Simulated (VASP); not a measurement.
# Ta3N (C2/m) in VASP: single point with PBE

Aim: the single point of Ta3N with PBE.

All numbers are computed with VASP 6.6.1; they aren't measurements. Logs are shortened: lines on timing, memory, paths and dates and some standing lists are left out, and cuts for length are marked.

**1. The cell of the first run**

It takes space group C2/m (No. 12, monoclinic). Conventional cell: a = 5.391 Å, b = 2.931 Å, c = 7.558 Å, α = 90.00°, β = 90.00°, γ = 90.00°. Ta (site symmetry 2/m) has 12 Ta at 2.93 to 3.07 Å and 2 N at 3.78 Å within 3.9 Å. Ta (site symmetry m) has 3 N at 2.16 to 2.22 Å within 2.9 Å. N (site symmetry 2/m) has 6 Ta at 2.16 to 2.22 Å within 2.9 Å.

**2. Single point, PBE (strain -0.0300 x Voigt [1, -1, 0, 0, 0, 0])**

File INCAR:

```
SYSTEM = Ta3N
ALGO = Normal
EDIFF = 1E-6
ENCUT = 520
GGA = PE
ISIF = 2
ISMEAR = 0
LASPH = .TRUE.
LCHARG = .FALSE.
LREAL = .FALSE.
LWAVE = .FALSE.
NBANDS = 27
NELM = 80
PREC = Accurate
SIGMA = 0.15
```

File KPOINTS:

```
k-points
0
G
  18 18 6
  0 0 0
```

File POSCAR:

```
Ta3N
1.0
    2.9311215807      0.0000000000      0.0000000000
   -1.4655607904      2.6954417763      0.0000000000
    0.0000000000      0.0000000000      7.5575881873
Ta N
3 1
Direct
    0.0000000000      0.0000000000      0.5000000000
    0.3333333333      0.6666666667      0.1735950547
    0.6666666667      0.3333333333      0.8264049453
    0.0000000000      0.0000000000      0.0000000000
```

Potentials or basis: VASP PAW PBE potentials, release 64 (Ta_pv, N).

Started as:

```sh
$ cat potpaw_PBE.64/Ta_pv/POTCAR potpaw_PBE.64/N/POTCAR > POTCAR
$ mpirun -np 1 vasp_std > vasp.out
```

OUTCAR:

```text
SYSTEM = Ta3N
   EDIFF = 1E-6
   ENCUT = 520
   GGA = PE
   ISIF = 2
   ISMEAR = 0
   LASPH = .TRUE.
   LREAL = .FALSE.
   NELM = 80
   PREC = Accurate

 ion  position               nearest neighbor table
   1  0.000  0.000  0.500-   2 3.01   3 3.01   3 3.01   2 3.01   3 3.05   2 3.05
   2  0.333  0.667  0.174-   4 2.16   4 2.16   4 2.22   1 3.01   1 3.01   1 3.05   3 3.14   3 3.14
                             3 3.18
   3  0.667  0.333  0.826-   4 2.16   4 2.16   4 2.22   1 3.01   1 3.01   1 3.05   2 3.14   2 3.14
                             2 3.18
   4  0.000  0.000  0.000-   2 2.16   3 2.16   3 2.16   2 2.16   3 2.22   2 2.22

  LATTYP: Found a base centered orthorhombic cell.
 ALAT       =     2.9311215807
 B/A-ratio  =     1.8391879709
 C/A-ratio  =     2.5783946449

  Lattice vectors:

 A1 = (   1.4655607904,  -2.6954417763,   0.0000000000)
 A2 = (   1.4655607903,   2.6954417763,   0.0000000000)
 A3 = (   0.0000000000,   0.0000000000,   7.5575881873)

Analysis of symmetry for initial positions (statically):
=====================================================================
 Subroutine PRICEL returns:
 Original cell was already a primitive cell.

 Routine SETGRP: Setting up the symmetry group for a
 base centered orthorhombic supercell.

 Subroutine GETGRP returns: Found  4 space group operations
 (whereof  4 operations were pure point group operations)
 out of a pool of  8 trial point group operations.

The static configuration has the point symmetry C_2h.

Analysis of symmetry for dynamics (positions and initial velocities):
=====================================================================
 Subroutine PRICEL returns:
 Original cell was already a primitive cell.

 Routine SETGRP: Setting up the symmetry group for a
 base centered orthorhombic supercell.

 Subroutine GETGRP returns: Found  4 space group operations
 (whereof  4 operations were pure point group operations)
 out of a pool of  8 trial point group operations.

The dynamic configuration has the point symmetry C_2h.

 Subroutine INISYM returns: Found  4 space group operations
 (whereof  4 operations are pure point group operations),
 and found     1 'primitive' translations

----------------------------------------------------------------------------------------

                                     Primitive cell

  volume of cell :      59.7100

  direct lattice vectors                    reciprocal lattice vectors
     2.931121581  0.000000000  0.000000000     0.341166333  0.185498349  0.000000000
    -1.465560790  2.695441776  0.000000000     0.000000000  0.370996698  0.000000000
     0.000000000  0.000000000  7.557588187     0.000000000  0.000000000  0.132317345

  length of vectors
     2.931121581  3.068106061  7.557588187     0.388335041  0.370996698  0.132317345

  position of ions in fractional coordinates (direct lattice)
     0.000000000  0.000000000  0.500000000
     0.333333333  0.666666667  0.173595055
     0.666666667  0.333333333  0.826404945
     0.000000000  0.000000000  0.000000000

  ion indices of the primitive-cell ions
   primitive index   ion index
                 1           1
                 2           2
                 3           3
                 4           4

----------------------------------------------------------------------------------------

 KPOINTS: k-points

Automatic generation of k-mesh.
 Grid dimensions read from file:
 generate k-points for:   18   18    6

 Generating k-lattice:

  Cartesian coordinates                     Fractional coordinates (reciprocal lattice)
     0.018953685  0.010305464  0.000000000     0.055555556  0.000000000  0.000000000
     0.000000000  0.020610928  0.000000000     0.000000000  0.055555556  0.000000000
     0.000000000  0.000000000  0.022052891     0.000000000  0.000000000  0.166666667

  Length of vectors
     0.021574169  0.020610928  0.022052891

  Shift w.r.t. Gamma in fractional coordinates (k-lattice)
     0.000000000  0.000000000  0.000000000

 Subroutine IBZKPT returns following result:
 ===========================================

 Found    524 irreducible k-points:

 Following reciprocal coordinates:
            Coordinates               Weight
  0.000000  0.000000  0.000000      1.000000
  0.055556  0.000000  0.000000      4.000000
  0.111111  0.000000  0.000000      4.000000
  0.166667  0.000000  0.000000      4.000000
  0.222222  0.000000  0.000000      4.000000
  0.277778  0.000000  0.000000      4.000000
[... 16 lines left out ...]
 -0.333333  0.055556  0.000000      4.000000
 -0.277778  0.055556  0.000000      4.000000
 [... further k-points ...]
   k-points           NKPTS =    524   k-points in BZ     NKDIM =    524   number of bands    NBANDS=     27
   number of dos      NEDOS =    301   number of ions     NIONS =      4
   total plane-waves  NPLWV =  32256
   dimension x,y,z NGX =    24 NGY =   24 NGZ =   56
   dimension x,y,z NGXF=    48 NGYF=   48 NGZF=  112
   ions per type =               3   1
   NGX,Y,Z   is equivalent  to a cutoff of  13.61, 13.00, 12.32 a.u.
   NGXF,Y,Z  is equivalent  to a cutoff of  27.22, 26.01, 24.64 a.u.
 SYSTEM =  Ta3N
   PREC   = accura    normal or accurate (medium, high low for compatibility)
   ISTART =      0    job   : 0-new  1-cont  2-samecut
   ICHARG =      2    charge: 1-file 2-atom 10-const
   ISPIN  =      1    spin polarized calculation?
   LNONCOLLINEAR =      F non collinear calculations
   LSORBIT =      F    spin-orbit coupling
   LASPH  =      T    aspherical Exc in radial PAW
   ENCUT  =  520.0 eV  38.22 Ry    6.18 a.u.   5.45  5.70 14.05*2*pi/ulx,y,z
   NELM   =     80;   NELMIN=  2; NELMDL= -5     # of ELM steps
   EDIFF  = 0.1E-05   stopping-criterion for ELM
   LREAL  =      F    real-space projection
   EDIFFG = 0.1E-04   stopping-criterion for IOM
   NSW    =      0    number of steps for IOM
   IBRION =     -1    ionic relax: 0-MD 1-quasi-New 2-CG
   NFREE  =      0    steps in history (QN), initial steepest desc. (CG)
   ISIF   =      2    stress and relaxation
   ISYM   =      2    0-nonsym 1-usesym 2-fastsym
   POTIM  = 0.5000    time-step for ionic-motion
   TEBEG  =    0.0;   TEEND  =   0.0 temperature during run
   PSTRESS=    0.0 pullay stress
   NELECT =      38.0000    total number of electrons
   NUPDOWN=      -1.0000    fix difference up-down
   EMIN   =  10.00;   EMAX   =-10.00  energy-range for DOS
   EFERMI =   0.00;   METHOD = LEGACY
   ISMEAR =     0;   SIGMA  =   0.15  broadening in eV -4-tet -1-fermi 0-gaus
   EFERMI_NEDOS =   21; number of points for ismear=-14 and -15
   IALGO  =     38    algorithm
   IMIX   =      4    mixing-type and parameters
     AMIX     =   0.40;   BMIX     =  1.00
     AMIX_MAG =   1.60;   BMIX_MAG =  1.00
  volume/ion in A,a.u.               =      14.93       100.74
  Fermi-wavevector in a.u.,A,eV,Ry     =   1.408165  2.661047 26.979401  1.982930
  Thomas-Fermi vector in A             =   2.530351
   LORBIT       =      0    0 simple, 1 ext, 2 COOP (PROOUT), +10 PAW based schemes
   GGA     = PE    functional components
   LHFCALC =     F    Hartree Fock is set to
   AEXX    =    0.0000 exact exchange contribution
   IVDW    =     0    specifies the selected vdW correction
   LEPSILON=     F    determine dielectric tensor
   LRPA    =     F    only Hartree local field effects (RPA)
 non-spin polarized calculation
 Gauss-broadening in eV      SIGMA  =   0.15
  energy-cutoff  :      520.00
  volume of cell :       59.71
 maximum number of plane-waves:      1636
 NGX is ok and might be reduce to    24
   NGX = 11   NGY = 11   NGZ = 29

 number of electron      37.9999997 magnetization

 Free energy of the ion-electron system (eV)
  ---------------------------------------------------
  ext. energy  EPLUGINS =         0.00000000
  ---------------------------------------------------
  free energy    TOTEN  =       -45.57897319 eV

  energy without entropy =      -45.54054742  energy(sigma->0) =      -45.55976030

 E-fermi :   6.6433     XC(G=0): -12.7017

 val. band max:        6.6429802298   @ k =   0.0556   0.0000   0.1667
 cond. band min:       6.6442438892   @ k =   0.0000  -0.4444   0.3333
 fundamental gap:      0.0012636593
 Fermi energy:         6.6432592933

 k-point     1 :       0.0000    0.0000    0.0000
  band No.  band energies     occupation
      1     -28.5190      2.00000
      2     -28.2196      2.00000
      3     -27.9451      2.00000
      4     -27.9158      2.00000
      5     -27.8287      2.00000
      6     -27.8007      2.00000
[... 19 lines left out ...]
     26       9.2806      0.00000
     27      10.0354      0.00000

 k-point     2 :       0.0556    0.0000    0.0000
  band No.  band energies     occupation
      1     -28.5135      2.00000
      2     -28.2161      2.00000
      3     -27.9537      2.00000
      4     -27.9248      2.00000
      5     -27.8507      2.00000
      6     -27.8233      2.00000
[... 19 lines left out ...]
     26       9.3343      0.00000
     27      10.2516      0.00000

 k-point     3 :       0.1111    0.0000    0.0000
  band No.  band energies     occupation
      1     -28.4983      2.00000
      2     -28.2080      2.00000
      3     -27.9835      2.00000
      4     -27.9605      2.00000
      5     -27.9039      2.00000
      6     -27.8790      2.00000
[... 19 lines left out ...]
     26       9.5982      0.00000
     27      10.5107      0.00000

 k-point     4 :       0.1667    0.0000    0.0000
  band No.  band energies     occupation
      1     -28.4774      2.00000
      2     -28.2074      2.00000
      3     -28.0577      2.00000
      4     -28.0250      2.00000
      5     -27.9717      2.00000
      6     -27.9211      2.00000
[... 19 lines left out ...]
     26       9.9675      0.00000
     27      10.7978      0.00000

 k-point     5 :       0.2222    0.0000    0.0000
  band No.  band energies     occupation
      1     -28.4611      2.00000
      2     -28.2619      2.00000
      3     -28.1458      2.00000
      4     -28.0939      2.00000
      5     -28.0185      2.00000
      6     -27.9520      2.00000
[... 19 lines left out ...]
     26      10.2523      0.00000
     27      11.0831      0.00000

 k-point     6 :       0.2778    0.0000    0.0000
  band No.  band energies     occupation
      1     -28.4758      2.00000
      2     -28.3754      2.00000
      3     -28.2324      2.00000
      4     -28.0970      2.00000
      5     -28.0568      2.00000
      6     -27.9813      2.00000
[... 444 lines left out ...]
      1     -28.6789      2.00000
      2     -28.6181      2.00000
      3     -28.2638      2.00000
      4     -28.1376      2.00000
      5     -28.0656      2.00000
      6     -28.0483      2.00000
[... 19 lines left out ...]
     26      11.4886      0.00000
     27      11.7170      0.00000

 k-point    22 :      -0.3889    0.0556    0.0000
  band No.  band energies     occupation
      1     -28.6065      2.00000
      2     -28.5484      2.00000
      3     -28.2687      2.00000
      4     -28.1105      2.00000
      5     -28.0741      2.00000
      6     -28.0282      2.00000
[... 19 lines left out ...]
     26      11.0779      0.00000
     27      11.3563      0.00000

 k-point    23 :      -0.3333    0.0556    0.0000
  band No.  band energies     occupation
      1     -28.5186      2.00000
      2     -28.4507      2.00000
      3     -28.2631      2.00000
      4     -28.0870      2.00000
      5     -28.0762      2.00000
      6     -28.0026      2.00000
[... 19 lines left out ...]
     26      10.7294      0.00000
     27      11.1354      0.00000

 k-point    24 :      -0.2778    0.0556    0.0000
  band No.  band energies     occupation
      1     -28.4654      2.00000
      2     -28.3343      2.00000
      3     -28.2117      2.00000
      4     -28.0989      2.00000
      5     -28.0388      2.00000
      6     -27.9753      2.00000
[... 19 lines left out ...]
     26      10.3683      0.00000
     27      11.0882      0.00000

 [... further k-points ...]
[... 5 lines left out ...]
  --------------------------------------------------------------------------------------
  -------------------------------------------------------------------------------------
  Total        2.0047510     -1.2981225      0.2663271      0.0000000      0.2403383     -0.0000000
  in kB       53.7927828    -34.8320674      7.1462613      0.0000000      6.4489132     -0.0000000
  external PRESSURE =       8.7023256 kB  Pullay stress =       0.0000000 kB

 VOLUME and BASIS-vectors are now :
 -----------------------------------------------------------------------------
  energy-cutoff  :      520.00
  volume of cell :       59.71
      direct lattice vectors                 reciprocal lattice vectors
     2.931121581  0.000000000  0.000000000     0.341166333  0.185498349  0.000000000
    -1.465560790  2.695441776  0.000000000     0.000000000  0.370996698  0.000000000
     0.000000000  0.000000000  7.557588187     0.000000000  0.000000000  0.132317345

 POSITION                                       TOTAL-FORCE (eV/Angst)
 -----------------------------------------------------------------------------------
      0.00000      0.00000      3.77879        -0.000000      0.000000      0.000000
     -0.00000      1.79696      1.31196         0.000000     -0.238832      0.151181
      1.46556      0.89848      6.24563        -0.000000      0.238832     -0.151181
      0.00000      0.00000      0.00000         0.000000      0.000000      0.000000
 -----------------------------------------------------------------------------------
    total drift:                                0.000000     -0.000000     -0.000000

  FREE ENERGIE OF THE ION-ELECTRON SYSTEM (eV)
  ---------------------------------------------------
  free  energy   TOTEN  =       -45.5789731857 eV

  energy  without entropy=      -45.5405474154  energy(sigma->0) =      -45.55976030
```

Wall time 14 min (1 thread of Oxide Virtual Turin-like, shared host); peak memory 0.69 GiB.

What came out:

```
Free energy            : -45.5790 eV
Pressure               : 0.9 GPa
Largest force          : 0.283 eV/Å
Band gap on the k mesh : zero (band 19 reaches 7.18 eV, above the bottom of band 20 at 6.35 eV)
```

Forces on the atoms (eV/Å):
```
Ta   0.000  0.000  0.000
Ta   0.000 -0.239  0.151
Ta   0.000  0.239 -0.151
N    0.000  0.000  0.000
```

Stress tensor (GPa, compression positive):
```
 5.38  0.00  0.00
 0.00 -3.48  0.64
 0.00  0.64  0.71
```

Levels at points of the mesh, in eV from the Fermi level:
```
           k point  band 17  band 18  band 19  band 20  band 21  band 22
(0.00, 0.00, 0.00)    -0.95    -0.40    -0.11     0.12     0.83     0.87
(0.50, 0.00, 0.00)    -1.01    -0.40     0.22     0.58     1.07     3.43
(0.00, 0.50, 0.00)    -1.36    -0.70    -0.02     0.62     1.23     3.60
(0.00, 0.00, 0.50)    -1.16    -0.77     0.09     0.34     0.88     1.16
(0.50, 0.00, 0.50)    -1.19    -1.19     0.26     1.05     1.17     2.29
(0.00, 0.50, 0.50)    -1.47    -1.34     0.04     0.61     1.74     2.78
```

Caveat: the cell differs from its parent crystal (strain -0.0300 x Voigt [1, -1, 0, 0, 0, 0]); spin-orbit coupling is left out, which moves the levels of the heavy elements.
